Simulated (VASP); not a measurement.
# HBr (Fmmm) in VASP: single point with PBEsol

Aim: the single point of HBr with PBEsol.

Everything below comes from runs of VASP 6.6.1. Logs are shortened: lines on timing, memory, paths and dates and some standing lists are left out, and cuts for length are marked.

### 1 The cell of the first run

The structure is orthorhombic, space group Fmmm (No. 69). Conventional cell: a = 5.555 Å, b = 5.640 Å, c = 6.063 Å, α = 90.00°, β = 90.00°, γ = 90.00°. Within 3.7 Å of H (site symmetry mmm) lie 6 Br at 2.78 to 3.03 Å. Br (site symmetry mmm) has 6 H at 2.78 to 3.03 Å within 3.7 Å.

### 2 Single point, PBEsol

INCAR

```
SYSTEM = HBr
PREC = Accurate
ENCUT = 520
EDIFF = 1E-6
ISMEAR = 0
SIGMA = 0.05
LREAL = .FALSE.
LASPH = .TRUE.
NELM = 60
ALGO = Normal
ISIF = 2
LWAVE = .FALSE.
LCHARG = .TRUE.
GGA = PS
LELF = .TRUE.
LVHAR = .TRUE.
NBANDS = 11
```

KPOINTS

```
Automatic mesh
0
G
  10 10 10
  0 0 0
```

POSCAR

```
HBr
1.0
    0.0000000000      2.8200009768      3.0315010501
    2.7775009621      0.0000000000      3.0315010501
    2.7775009621      2.8200009768      0.0000000000
H Br
1 1
Direct
    0.0000000000      0.0000000000      0.0000000000
    0.5000000000      0.5000000000      0.5000000000
```

Potentials or basis: VASP PAW PBE potentials, release 64 (H, Br).

The run is started by

```console
$ cat potpaw_PBE.64/H/POTCAR potpaw_PBE.64/Br/POTCAR > POTCAR
$ mpirun -np 1 vasp_std > vasp.out
```

OUTCAR:

```text
SYSTEM = HBr
   PREC = Accurate
   ENCUT = 520
   EDIFF = 1E-6
   ISMEAR = 0
   LREAL = .FALSE.
   LASPH = .TRUE.
   NELM = 60
   ISIF = 2
   GGA = PS

 ion  position               nearest neighbor table
   1  0.000  0.000  0.000-
   2  0.500  0.500  0.500-

  LATTYP: Found a face centered orthorhombic cell.
 ALAT       =     5.5550019242
 B/A-ratio  =     1.0153015301
 C/A-ratio  =     1.0914491449

  Lattice vectors:

 A1 = (   0.0000000000,   2.8200009768,   3.0315010501)
 A2 = (   2.7775009621,   0.0000000000,   3.0315010501)
 A3 = (   2.7775009621,   2.8200009768,   0.0000000000)

Analysis of symmetry for initial positions (statically):
=====================================================================
 Subroutine PRICEL returns:
 Original cell was already a primitive cell.

 Routine SETGRP: Setting up the symmetry group for a
 face centered orthorhombic supercell.

 Subroutine GETGRP returns: Found  8 space group operations
 (whereof  8 operations were pure point group operations)
 out of a pool of  8 trial point group operations.

The static configuration has the point symmetry D_2h.

Analysis of symmetry for dynamics (positions and initial velocities):
=====================================================================
 Subroutine PRICEL returns:
 Original cell was already a primitive cell.

 Routine SETGRP: Setting up the symmetry group for a
 face centered orthorhombic supercell.

 Subroutine GETGRP returns: Found  8 space group operations
 (whereof  8 operations were pure point group operations)
 out of a pool of  8 trial point group operations.

The dynamic configuration has the point symmetry D_2h.

 Subroutine INISYM returns: Found  8 space group operations
 (whereof  8 operations are pure point group operations),
 and found     1 'primitive' translations

----------------------------------------------------------------------------------------

                                     Primitive cell

  volume of cell :      47.4888

  direct lattice vectors                    reciprocal lattice vectors
     0.000000000  2.820000977  3.031501050    -0.180017939  0.177304903  0.164934794
     2.777500962  0.000000000  3.031501050     0.180017939 -0.177304903  0.164934794
     2.777500962  2.820000977  0.000000000     0.180017939  0.177304903 -0.164934794

  length of vectors
     4.140338649  4.111509481  3.958145665     0.301739910  0.301739910  0.301739910

  position of ions in fractional coordinates (direct lattice)
     0.000000000  0.000000000  0.000000000
     0.500000000  0.500000000  0.500000000

  ion indices of the primitive-cell ions
   primitive index   ion index
                 1           1
                 2           2

----------------------------------------------------------------------------------------

 KPOINTS: Automatic mesh

Automatic generation of k-mesh.
 Grid dimensions read from file:
 generate k-points for:   10   10   10

 Generating k-lattice:

  Cartesian coordinates                     Fractional coordinates (reciprocal lattice)
    -0.018001794  0.017730490  0.016493479     0.100000000  0.000000000  0.000000000
     0.018001794 -0.017730490  0.016493479     0.000000000  0.100000000  0.000000000
     0.018001794  0.017730490 -0.016493479     0.000000000  0.000000000  0.100000000

  Length of vectors
     0.030173991  0.030173991  0.030173991

  Shift w.r.t. Gamma in fractional coordinates (k-lattice)
     0.000000000  0.000000000  0.000000000

 Subroutine IBZKPT returns following result:
 ===========================================

 Found    171 irreducible k-points:

 Following reciprocal coordinates:
            Coordinates               Weight
  0.000000  0.000000  0.000000      1.000000
  0.100000  0.000000  0.000000      8.000000
  0.200000  0.000000  0.000000      8.000000
  0.300000  0.000000  0.000000      8.000000
  0.400000  0.000000  0.000000      8.000000
  0.500000  0.000000  0.000000      4.000000
[... 16 lines left out ...]
  0.300000  0.300000  0.000000      2.000000
  0.400000  0.300000  0.000000      8.000000
 [... further k-points ...]
   k-points           NKPTS =    171   k-points in BZ     NKDIM =    171   number of bands    NBANDS=     11
   number of dos      NEDOS =    301   number of ions     NIONS =      2
   total plane-waves  NPLWV =  30720
   dimension x,y,z NGX =    32 NGY =   32 NGZ =   30
   dimension x,y,z NGXF=    64 NGYF=   64 NGZF=   60
   ions per type =               1   1
   NGX,Y,Z   is equivalent  to a cutoff of  12.85, 12.94, 12.60 a.u.
   NGXF,Y,Z  is equivalent  to a cutoff of  25.70, 25.88, 25.20 a.u.
 SYSTEM =  HBr
   PREC   = accura    normal or accurate (medium, high low for compatibility)
   ISTART =      0    job   : 0-new  1-cont  2-samecut
   ICHARG =      2    charge: 1-file 2-atom 10-const
   ISPIN  =      1    spin polarized calculation?
   LNONCOLLINEAR =      F non collinear calculations
   LSORBIT =      F    spin-orbit coupling
   LASPH  =      T    aspherical Exc in radial PAW
   ENCUT  =  520.0 eV  38.22 Ry    6.18 a.u.   7.70  7.64  7.36*2*pi/ulx,y,z
   NELM   =     60;   NELMIN=  2; NELMDL= -5     # of ELM steps
   EDIFF  = 0.1E-05   stopping-criterion for ELM
   LREAL  =      F    real-space projection
   EDIFFG = 0.1E-04   stopping-criterion for IOM
   NSW    =      0    number of steps for IOM
   IBRION =     -1    ionic relax: 0-MD 1-quasi-New 2-CG
   NFREE  =      0    steps in history (QN), initial steepest desc. (CG)
   ISIF   =      2    stress and relaxation
   ISYM   =      2    0-nonsym 1-usesym 2-fastsym
   POTIM  = 0.5000    time-step for ionic-motion
   TEBEG  =    0.0;   TEEND  =   0.0 temperature during run
   PSTRESS=    0.0 pullay stress
   NELECT =       8.0000    total number of electrons
   NUPDOWN=      -1.0000    fix difference up-down
   EMIN   =  10.00;   EMAX   =-10.00  energy-range for DOS
   EFERMI =   0.00;   METHOD = LEGACY
   ISMEAR =     0;   SIGMA  =   0.05  broadening in eV -4-tet -1-fermi 0-gaus
   EFERMI_NEDOS =   21; number of points for ismear=-14 and -15
   IALGO  =     38    algorithm
   IMIX   =      4    mixing-type and parameters
     AMIX     =   0.40;   BMIX     =  1.00
     AMIX_MAG =   1.60;   BMIX_MAG =  1.00
  volume/ion in A,a.u.               =      23.74       160.24
  Fermi-wavevector in a.u.,A,eV,Ry     =   0.904151  1.708598 11.122620  0.817490
  Thomas-Fermi vector in A             =   2.027563
   LORBIT       =      0    0 simple, 1 ext, 2 COOP (PROOUT), +10 PAW based schemes
   GGA     = PS    functional components
   LHFCALC =     F    Hartree Fock is set to
   AEXX    =    0.0000 exact exchange contribution
   IVDW    =     0    specifies the selected vdW correction
   LEPSILON=     F    determine dielectric tensor
   LRPA    =     F    only Hartree local field effects (RPA)
 non-spin polarized calculation
 Gauss-broadening in eV      SIGMA  =   0.05
  energy-cutoff  :      520.00
  volume of cell :       47.49
 maximum number of plane-waves:      1299
   NGX = 15   NGY = 15   NGZ = 15

 number of electron       8.0000000 magnetization

 Free energy of the ion-electron system (eV)
  ---------------------------------------------------
  ext. energy  EPLUGINS =         0.00000000
  ---------------------------------------------------
  free energy    TOTEN  =        -2.81271807 eV

  energy without entropy =       -2.81111465  energy(sigma->0) =       -2.81191636

 E-fermi :  -2.0169     XC(G=0):  -7.7770

 val. band max:       -2.0171985656   @ k =   0.1000   0.0000   0.1000
 cond. band min:      -2.0079688559   @ k =   0.0000   0.4000   0.4000
 fundamental gap:      0.0092297097
 Fermi energy:        -2.0169111875

 k-point     1 :       0.0000    0.0000    0.0000
  band No.  band energies     occupation
      1     -15.3480      2.00000
      2      -2.5189      2.00000
      3      -2.0695      1.86315
      4      -2.0303      1.29539
      5      -1.9529      0.07040
      6       7.7439      0.00000
      7       8.8604      0.00000
      8       9.3973      0.00000
      9       9.5020      0.00000
     10      11.4206      0.00000
     11      11.7517      0.00000

 k-point     2 :       0.1000    0.0000    0.0000
  band No.  band energies     occupation
      1     -15.3174      2.00000
      2      -3.1531      2.00000
      3      -2.0602      1.77942
      4      -2.0068      0.77473
      5      -1.4540      0.00000
      6       7.4959      0.00000
      7       8.7848      0.00000
      8       9.1882      0.00000
      9       9.5617      0.00000
     10      10.6996      0.00000
     11      11.2992      0.00000

 k-point     3 :       0.2000    0.0000    0.0000
  band No.  band energies     occupation
      1     -15.2355      2.00000
      2      -3.9436      2.00000
      3      -2.0942      1.97127
      4      -2.0845      1.94395
      5      -0.8188      0.00000
      6       6.6377      0.00000
      7       8.7196      0.00000
      8       9.0363      0.00000
      9       9.4596      0.00000
     10      10.6890      0.00000
     11      10.8610      0.00000

 k-point     4 :       0.3000    0.0000    0.0000
  band No.  band energies     occupation
      1     -15.1300      2.00000
      2      -4.6137      2.00000
      3      -2.1960      2.00000
      4      -2.1160      1.99494
      5      -0.3395      0.00000
      6       5.7166      0.00000
      7       8.1801      0.00000
      8       8.8498      0.00000
      9       9.6443      0.00000
     10      11.5844      0.00000
     11      11.6611      0.00000
[... 239 lines left out ...]
 k-point    22 :      -0.2000    0.2000   -0.0000
  band No.  band energies     occupation
      1     -15.0853      2.00000
      2      -4.7204      2.00000
      3      -2.5512      2.00000
      4      -2.0770      1.91086
      5      -0.1705      0.00000
      6       6.2866      0.00000
      7       7.3462      0.00000
      8       8.8272      0.00000
      9      10.3065      0.00000
     10      10.8030      0.00000
     11      13.4205      0.00000

 k-point    23 :       0.3000    0.3000    0.0000
  band No.  band energies     occupation
      1     -15.1105      2.00000
      2      -3.9089      2.00000
      3      -2.4725      2.00000
      4      -2.4104      2.00000
      5      -1.6208      0.00000
      6       6.9518      0.00000
      7       7.4679      0.00000
      8      10.7913      0.00000
      9      10.9121      0.00000
     10      10.9618      0.00000
     11      13.2563      0.00000

 k-point    24 :       0.4000    0.3000    0.0000
  band No.  band energies     occupation
      1     -15.0482      2.00000
      2      -4.0659      2.00000
      3      -2.7787      2.00000
      4      -2.4898      2.00000
      5      -1.5441      0.00000
      6       6.8297      0.00000
      7       7.7916      0.00000
      8      10.4562      0.00000
      9      10.8019      0.00000
     10      12.0948      0.00000
     11      13.8099      0.00000

 [... further k-points ...]

------------------------ aborting loop because EDIFF is reached ----------------------------------------

  FORCE on cell =-STRESS in cart. coord.  units (eV):
  Direction    XX          YY          ZZ          XY          YZ          ZX
  --------------------------------------------------------------------------------------
  -------------------------------------------------------------------------------------
  Total       -3.1811883     -2.8046469     -1.5662015     -0.0000000      0.0000000      0.0000000
  in kB     -107.3269430    -94.6231894    -52.8405115     -0.0000000      0.0000000      0.0000000
  external PRESSURE =     -84.9302146 kB  Pullay stress =       0.0000000 kB

 VOLUME and BASIS-vectors are now :
 -----------------------------------------------------------------------------
  energy-cutoff  :      520.00
  volume of cell :       47.49
      direct lattice vectors                 reciprocal lattice vectors
     0.000000000  2.820000977  3.031501050    -0.180017939  0.177304903  0.164934794
     2.777500962  0.000000000  3.031501050     0.180017939 -0.177304903  0.164934794
     2.777500962  2.820000977  0.000000000     0.180017939  0.177304903 -0.164934794

 POSITION                                       TOTAL-FORCE (eV/Angst)
 -----------------------------------------------------------------------------------
      0.00000      0.00000      0.00000         0.000000      0.000000      0.000000
      2.77750      2.82000      3.03150         0.000000      0.000000     -0.000000
 -----------------------------------------------------------------------------------
    total drift:                               -0.000000     -0.000000      0.000000

  FREE ENERGIE OF THE ION-ELECTRON SYSTEM (eV)
  ---------------------------------------------------
  free  energy   TOTEN  =        -2.8127180702 eV

  energy  without entropy=       -2.8111146480  energy(sigma->0) =       -2.81191636
```

Wall time 2 min (1 thread of Intel Xeon 8259CL, shared host); peak memory 0.24 GiB.

Results:

```yaml
Free_energy: -2.8127 eV
Pressure: -8.5 GPa
Band_gap_on_the_k_mesh: zero (band 4 reaches -2.01 eV, above the bottom of band 5 at -2.59 eV)
```

Levels at points of the mesh, in eV from the Fermi level:
```
           k point  band 1  band 2  band 3  band 4  band 5  band 6  band 7  band 8  band 9
(0.00, 0.00, 0.00)  -13.33   -0.50   -0.05   -0.01    0.06    9.76   10.88   11.41   11.52
(0.50, 0.00, 0.00)  -12.99   -3.21   -0.29   -0.13    2.08    6.87    9.63   10.24   13.17
(0.50, 0.50, 0.00)  -12.96   -1.91   -0.65   -0.58   -0.49    8.40   11.16   13.54   14.03
(0.50, 0.00, 0.50)  -12.87   -1.95   -0.98   -0.57   -0.56    8.17   11.90   13.06   13.20
(0.00, 0.50, 0.50)  -12.86   -1.95   -0.97   -0.63   -0.57    8.10   12.06   13.09   13.25
```

Caveat: the PAW data sets were made with another functional, which shifts forces and pressure a little.
